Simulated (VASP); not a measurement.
# Al (a cell with a defect) in VASP: single point with PBE

Aim: the single point of Al (a cell with a defect) with PBE.

All numbers are computed with VASP 6.6.1; they aren't measurements. Logs are shortened: lines on timing, memory, paths and dates and some standing lists are left out, and cuts for length are marked.

## (1) The cell of the first run

The cell holds a defect, 63 atoms: a = 11.024 Å, b = 11.024 Å, c = 11.024 Å, α = 109.47°, β = 109.47°, γ = 109.47°.

## (2) Single point, PBE, collinear spin

INCAR

```
PREC = Accurate ; ENCUT = 520
EDIFF = 1E-6 ; ISMEAR = 0
SIGMA = 0.05 ; LREAL = Auto
LASPH = True ; NELM = 150
ALGO = Normal ; ISIF = 2
LWAVE = False ; LCHARG = True
ISPIN = 2 ; MAGMOM = 0.2 0 0.2 0.2 0 0 0 0 0 0 0 0.2 0 0 0 0.2 0 0 0 0 0.2 0 0 0 0 0 0 0 0 0 0 0 0 0 0 0 0 0 0 0 0 0 0 0 0 0 0 0.2 0 0 0 0 0 0 0 0 0 0 0 0 0 0 0.2
LORBIT = 11 ; GGA = PE
LELF = True ; LVHAR = True
NELECT = 191.0 ; NBANDS = 136
```

KPOINTS

```
regular mesh
0
Gamma
  1 1 1
```

POSCAR

```
Al
1.0
   -6.3648750000      6.3648750000      6.3648750000
    6.3648750000     -6.3648750000      6.3648750000
    6.3648750000      6.3648750000     -6.3648750000
Al
63
Direct
   -0.0022700435      0.0344115813      0.1964363231
   -0.0328499959      0.0139194801      0.4441131203
    0.0085229309     -0.0018954562      0.7746536044
   -0.0365505667      0.2195599685     -0.0712609916
   -0.0130753681      0.2739523072      0.2045037250
   -0.0079148212      0.2770730561      0.4549587614
   -0.0653261465      0.1830918806      0.6576431878
   -0.0071557347      0.5073830004     -0.0031375761
   -0.0001075160      0.5479988036      0.2624404485
    0.0528444283      0.5703499593      0.5283067285
   -0.0021182798      0.4657083507      0.7114876307
    0.0276760869      0.7874815029      0.0210518340
   -0.0098983297      0.7943753245      0.2659364525
    0.0272548824      0.8038732126      0.5398684030
    0.0749465716      0.7645635424      0.7776598492
    0.2417001482      0.0235535169      0.0536596451
    0.2453956973      0.0247035170      0.3032291480
    0.2478638409      0.0177622425      0.5414781434
    0.2986121930      0.0156914118      0.8160758072
    0.2580049134      0.2503951042      0.0097730817
    0.2520331020      0.2620950521      0.2542630229
    0.2452994006      0.2505979672      0.5006864100
    0.2213069651      0.2224814569      0.7356207607
    0.1722586333      0.4304823082     -0.0864240916
    0.2074853672      0.4697454613      0.1833584112
    0.2511827456      0.4983058691      0.4728509053
    0.2507315342      0.4681425478      0.7159496215
    0.2412042647      0.7233788702     -0.0170268077
    0.2289294023      0.7614993112      0.2623887116
    0.2572886177      0.7741262329      0.5181685847
    0.3198997747      0.7560706075      0.7781585355
    0.5077743686      0.0334102774      0.0592911058
    0.4512177528     -0.0267846346      0.2616507401
    0.4757978690     -0.0190636078      0.5385184314
    0.5390497800     -0.0182126917      0.7904885024
    0.5501015152      0.3004049441      0.0823255973
    0.5187957844      0.2594822948      0.3092596345
    0.5014437457      0.2385448195      0.5581722988
    0.5076641272      0.2240437654      0.8005593901
    0.4439892421      0.4601590657     -0.0160234536
    0.5033821009      0.5017432983      0.2629484302
    0.5499777462      0.5029692925      0.5355019171
    0.5044969143      0.4614897790      0.7715159180
    0.4968225131      0.7089949010     -0.0387161672
    0.4194711139      0.6794151397      0.1742517347
    0.4649381289      0.7184110346      0.4462767477
    0.5521617208      0.7282733274      0.7406709447
    0.7941472166      0.0021293479     -0.0392697420
    0.7443204309      0.0026526311      0.2087471168
    0.6719548091     -0.0572687295      0.4221545698
    0.7224475368     -0.0498337986      0.6808890340
    0.7612103132      0.2671054263      0.0084837886
    0.7918763911      0.3223993122      0.2845734061
    0.7341050025      0.2295884050      0.4852077381
    0.7366950906      0.2299309654      0.7401068139
    0.7259322036      0.5103842754      0.0282899301
    0.7854093103      0.5704068192      0.3046099307
    0.8071577054      0.5311181789      0.5408312956
    0.7702843656      0.5006648049      0.7648804457
    0.7619587188      0.7603788350     -0.0054856815
    0.6909344178      0.7337601405      0.2138181383
    0.7550694570      0.7491080021      0.4994123172
    0.8238081973      0.7743540194      0.7791471949
```

Potentials or basis: VASP PAW PBE potentials, release 64 (Al).

Command:

```sh
$ cat potpaw_PBE.64/Al/POTCAR > POTCAR
$ mpirun -np 1 vasp_gam > vasp.out
```

OUTCAR:

```text
PREC = Accurate
   ENCUT = 520
   EDIFF = 1E-6
   ISMEAR = 0
   LREAL = Auto
   LASPH = True
   NELM = 150
   ISIF = 2
   ISPIN = 2
   LORBIT = 11
   GGA = PE
   NELECT = 191.0

 ion  position               nearest neighbor table
   1  0.998  0.034  0.196-  48 2.62  17 2.64   5 2.66  60 2.69  49 2.75  21 2.76   2 2.93  22 2.93
                            12 2.96  13 2.97   6 3.23
   2  0.967  0.014  0.444-   7 2.69  13 2.71   6 2.78  49 2.85  23 2.87  18 2.90   1 2.93  61 2.93
                            22 2.98  50 2.99  14 3.02
   3  0.009  0.998  0.775-  63 2.65  20 2.71  51 2.77   4 2.77  62 2.87  14 2.88  15 2.91   7 2.94
                            19 3.00  23 3.05  16 3.13
   4  0.963  0.220  0.929-  48 2.72  55 2.73  25 2.75   7 2.77  24 2.77   3 2.77  52 2.79   5 2.80
                            51 2.80   8 2.88  20 2.93
   5  0.987  0.274  0.205-  52 2.65   1 2.66  48 2.70  53 2.72   6 2.73   4 2.80  25 2.80   9 2.81
                            26 2.82  21 2.84  49 3.31
   6  0.992  0.277  0.455-  53 2.69  27 2.71   5 2.73   2 2.78  22 2.80  10 2.83  49 2.84  11 2.86
                            54 2.87   7 2.92  26 2.97   1 3.23
   7  0.935  0.183  0.658-   2 2.69  54 2.71  50 2.73  24 2.73  11 2.75  55 2.76   4 2.77  23 2.82
                             6 2.92   3 2.94  51 2.99
   8  0.993  0.507  0.997-  24 2.70   9 2.78  29 2.79  25 2.82  59 2.85   4 2.88  12 2.89  55 2.91
                            11 3.05  28 3.06  52 3.08  56 3.08
   9  1.000  0.548  0.262-  57 2.63  10 2.70  30 2.73  13 2.74   8 2.78   5 2.81  29 2.82  52 2.87
[... 63 lines left out ...]
  41  0.503  0.502  0.263-  62 2.71  45 2.74  20 2.76  40 2.76  36 2.77  57 2.77  46 2.83  42 2.87
                            37 2.93  25 2.94  61 3.04  21 3.07
  42  0.550  0.503  0.536-  58 2.73  47 2.73  37 2.81  41 2.87  59 2.88  38 2.90  63 2.91  43 2.96
                            21 3.06  26 3.11  62 3.14  46 3.15
  43  0.504  0.461  0.772-  40 2.64  27 2.69  39 2.75  38 2.76  22 2.78  56 2.79  59 2.85  44 2.88
                            60 2.94  42 2.96  47 2.97  23 3.14
  44  0.497  0.709  0.961-  31 2.63  60 2.65  27 2.69  40 2.72  61 2.75  47 2.75  45 2.83  43 2.88
                            49 2.94  28 2.96  32 3.32
  45  0.419  0.679  0.174-  28 2.66  61 2.70  46 2.72  25 2.74  41 2.74  40 2.78  24 2.78  50 2.81
                            44 2.83  29 2.87  33 2.91
  46  0.465  0.718  0.446-  51 2.67  34 2.67  45 2.72  41 2.83  25 2.83  30 2.84  50 2.91  62 2.93
                            26 2.94  29 3.01  47 3.01  42 3.15
  47  0.552  0.728  0.741-  63 2.72  35 2.73  42 2.73  48 2.75  44 2.75  60 2.79  31 2.82  51 2.96
                            43 2.97  26 3.00  46 3.01
  48  0.794  0.002  0.961-   1 2.62  35 2.69   5 2.70  51 2.71   4 2.72  60 2.74  47 2.75  63 2.84
                            52 2.96  49 2.96
  49  0.744  0.003  0.209-   1 2.75  32 2.78   6 2.84  61 2.85   2 2.85  50 2.92  44 2.94  48 2.96
                            60 3.03  53 3.15  54 3.30   5 3.31
  50  0.672  0.943  0.422-  51 2.68  33 2.69   7 2.73  54 2.78  61 2.78  45 2.81  62 2.85  46 2.91
                            49 2.92  34 2.93   2 2.99
  51  0.722  0.950  0.681-  62 2.66  46 2.67  50 2.68  48 2.71  35 2.74   3 2.77   4 2.80  34 2.85
[... 326 lines left out ...]
 fundamental gap:      0.0346082289
 Fermi energy:         8.7488930819

 spin component 1

 k-point     1 :       0.0000    0.0000    0.0000
  band No.  band energies     occupation
      1      -3.2074      1.00000
      2      -1.6735      1.00000
      3      -1.6360      1.00000
      4      -1.5293      1.00000
      5      -1.5079      1.00000
      6      -1.4438      1.00000
[... 99 lines left out ...]
    106       9.0403      0.00000
    107       9.0672      0.00000
 Fermi energy:         8.7488930819

 spin component 2

 k-point     1 :       0.0000    0.0000    0.0000
  band No.  band energies     occupation
      1      -3.1926      1.00000
      2      -1.6568      1.00000
      3      -1.6200      1.00000
      4      -1.5145      1.00000
      5      -1.4933      1.00000
      6      -1.4273      1.00000
[... 99 lines left out ...]
    106       9.0530      0.00000
    107       9.0787      0.00000
 [bands above 107 left out]

------------------------ aborting loop because EDIFF is reached ----------------------------------------

  FORCE on cell =-STRESS in cart. coord.  units (eV):
  Direction    XX          YY          ZZ          XY          YZ          ZX
  --------------------------------------------------------------------------------------
  -------------------------------------------------------------------------------------
  Total       40.4383979     51.1623316     34.8226193      0.4880953     -2.0021949      4.5212152
  in kB       62.8166679     79.4751365     54.0931645      0.7582031     -3.1101927      7.0232177
  external PRESSURE =      65.4616563 kB  Pullay stress =       0.0000000 kB

 VOLUME and BASIS-vectors are now :
 -----------------------------------------------------------------------------
  energy-cutoff  :      520.00
  volume of cell :     1031.41
      direct lattice vectors                 reciprocal lattice vectors
    -6.364875000  6.364875000  6.364875000     0.000000000  0.078556138  0.078556138
     6.364875000 -6.364875000  6.364875000     0.078556138  0.000000000  0.078556138
     6.364875000  6.364875000 -6.364875000     0.078556138  0.078556138  0.000000000

 POSITION                                       TOTAL-FORCE (eV/Angst)
 -----------------------------------------------------------------------------------
     -4.88111      7.38169      5.31916        -0.040633      0.068294      0.024266
     -3.24047      8.89392      3.41766         0.052235     -0.061171      0.046956
     11.22914     -1.36799      1.47648        -0.045200     -0.016387      0.024109
      1.17654     10.64607      1.61840        -0.014728      0.058772     -0.041977
     -3.23634      5.83962      6.72368        -0.092333     -0.040041      0.042020
     -1.65521      7.44672      5.18228         0.008528      0.172776     -0.062813
[... 55 lines left out ...]
      3.14075      3.21664      6.39520        -0.037286     -0.037769     -0.048685
      4.64440      5.27394      5.21293        -0.073788      0.012216     -0.086402
 -----------------------------------------------------------------------------------
    total drift:                                0.010313     -0.014442      0.010827

  FREE ENERGIE OF THE ION-ELECTRON SYSTEM (eV)
  ---------------------------------------------------
  free  energy   TOTEN  =      -204.8263602961 eV

  energy  without entropy=     -204.7799032942  energy(sigma->0) =     -204.80313180

 total charge

# of ion       s       p       d       tot
------------------------------------------
    1        0.424   0.372   0.000   0.796
    2        0.418   0.350   0.000   0.769
    3        0.440   0.342   0.000   0.782
    4        0.415   0.377   0.000   0.792
    5        0.418   0.374   0.000   0.793
    6        0.414   0.366   0.000   0.780
[... 55 lines left out ...]
   62        0.429   0.364   0.000   0.792
   63        0.415   0.382   0.000   0.796
--------------------------------------------------
tot         26.598  22.982   0.000  49.580

 magnetization (x)

# of ion       s       p       d       tot
------------------------------------------
    1        0.001   0.003   0.000   0.003
    2        0.001   0.002   0.000   0.003
    3        0.000   0.001   0.000   0.001
    4       -0.000   0.003   0.000   0.003
    5        0.000   0.003   0.000   0.004
    6        0.000   0.002   0.000   0.002
[... 55 lines left out ...]
   62        0.000   0.001   0.000   0.002
   63        0.001   0.006   0.000   0.007
--------------------------------------------------
tot          0.024   0.135   0.000   0.159
```

Run time: 11 min. Hardware: 1 thread of Intel Xeon Platinum 8259CL at 2.50GHz (Skylake/Cascade Lake), shared host; peak memory 1.4 GiB.

Results:

| Quantity | Value |
| --- | --- |
| Free energy | -204.8264 eV |
| Largest force | 0.218 eV/Å |
| Net moment | 0.74 μB per cell |
| Valence electrons inside the program's atomic spheres | Al 0.80, 0.77, 0.78, 0.79, 0.76, 0.81, 0.83 |

Forces on the atoms (eV/Å):
```
Al  -0.041  0.068  0.024
Al   0.052 -0.061  0.047
Al  -0.045 -0.016  0.024
Al  -0.015  0.059 -0.042
Al  -0.092 -0.040  0.042
Al   0.009  0.173 -0.063
Al  -0.014  0.046  0.045
Al  -0.059 -0.017 -0.026
Al  -0.003  0.061 -0.027
Al   0.121 -0.025  0.179
Al  -0.049 -0.016  0.047
Al  -0.006 -0.053 -0.020
Al   0.062  0.008  0.063
Al  -0.071  0.076  0.039
Al  -0.035 -0.056 -0.067
Al   0.097  0.085 -0.009
Al  -0.026 -0.043  0.014
Al   0.078 -0.028 -0.127
Al  -0.046  0.008 -0.017
Al   0.126 -0.035  0.012
Al  -0.059 -0.014  0.029
Al   0.079 -0.004 -0.062
Al  -0.027 -0.008  0.142
Al  -0.004  0.050 -0.089
Al  -0.066 -0.029  0.005
Al   0.054 -0.017  0.014
Al  -0.110  0.030 -0.092
Al  -0.018  0.014 -0.004
Al  -0.030  0.034  0.013
Al   0.110 -0.019 -0.115
Al  -0.081 -0.160  0.050
Al   0.037 -0.010  0.020
Al   0.048  0.032 -0.044
Al  -0.107 -0.005 -0.015
Al  -0.012 -0.058  0.030
Al  -0.007 -0.081  0.105
Al   0.010  0.009 -0.090
Al   0.001 -0.030  0.020
Al   0.028  0.034 -0.023
Al  -0.096 -0.033 -0.012
Al   0.090 -0.002 -0.059
Al   0.109  0.022  0.080
Al   0.048 -0.060 -0.092
Al   0.016  0.057  0.000
Al   0.007 -0.031 -0.042
Al  -0.023  0.045 -0.015
Al  -0.028  0.029  0.020
Al  -0.094 -0.055  0.132
Al   0.080  0.022 -0.040
Al   0.015 -0.066 -0.025
Al   0.030  0.015 -0.027
Al  -0.049 -0.016  0.009
Al  -0.010 -0.018  0.006
Al  -0.050 -0.036 -0.006
Al   0.048  0.086 -0.053
Al   0.068 -0.063 -0.081
Al   0.009  0.077  0.019
Al   0.034  0.038  0.058
Al   0.067 -0.010  0.092
Al  -0.067 -0.003  0.060
Al   0.014  0.068  0.075
Al  -0.037 -0.038 -0.049
Al  -0.074  0.012 -0.086
```

Caveat: the k points lie up to 0.70 Å⁻¹ apart; the cell carries a net charge on a neutralising background, which shifts energy and pressure; the cell is charged against a uniform background, so pressure and absolute levels hang on convention.
